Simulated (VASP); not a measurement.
BN:

```
B N
1.0
     2.51231    0.00000    0.00000
    -1.25616    2.17572    0.00000
     0.00000    0.00000    6.68333
B N
2 2
Direct
  0.33333 0.66667 0.25000
  0.66667 0.33333 0.75000
  0.33333 0.66667 0.75000
  0.66667 0.33333 0.25000
```

- Program: VASP 6.6.1
- Task: relaxation of cell and atoms
- Functional: PBE
- Potentials or basis: VASP PAW PBE potentials, release 64 (B, N)
- Cutoff: 600 eV
- k mesh: 16 × 16 × 6
- Occupations: gaussian, width 0.05 eV
- Spin: no spin polarisation

At the start: pressure 0.8 GPa; volume 9.13 Å³/atom.

Task: How do energy, volume and symmetry change on relaxing?

Result: Over 7 steps the energy falls by 8.7 meV/atom and the volume is 10.53 Å³/atom (+15.3 %); space group P6_3/mmc (No. 194, to 0.05 Å).

Step by step:
```csv
step,energy change (eV),largest force (eV/Å),pressure (GPa),volume (Å³)
1,0.0000,0.0000,0.80,36.53
2,-0.0036,0.0000,0.80,36.77
3,-0.0129,0.0000,0.83,37.49
4,-0.0253,0.0000,0.98,38.92
5,-0.0337,0.0000,1.34,41.78
6,-0.0296,0.0000,-2.75,42.90
7,-0.0348,0.0000,0.02,42.13
```

Final structure:
```cif
data_structure
_symmetry_space_group_name_H-M 'P 1'
_symmetry_Int_Tables_number 1
_cell_length_a 2.5121
_cell_length_b 2.5121
_cell_length_c 7.7090
_cell_angle_alpha 90.000
_cell_angle_beta 90.000
_cell_angle_gamma 120.000
_cell_volume 42.13
loop_
_atom_site_label
_atom_site_type_symbol
_atom_site_fract_x
_atom_site_fract_y
_atom_site_fract_z
_atom_site_occupancy
B1 B 0.33333 0.66667 0.25000 1
B2 B 0.66667 0.33333 0.75000 1
N1 N 0.33333 0.66667 0.75000 1
N2 N 0.66667 0.33333 0.25000 1
```

Caveat: the volume moved by over 15 % at a fixed basis, so the end points are rough; this functional lacks dispersion, which binds the layers, so the pressure and a relaxed spacing across them are unreliable; the volume moved by +15 % from the deposited cell, more than functionals usually miss.
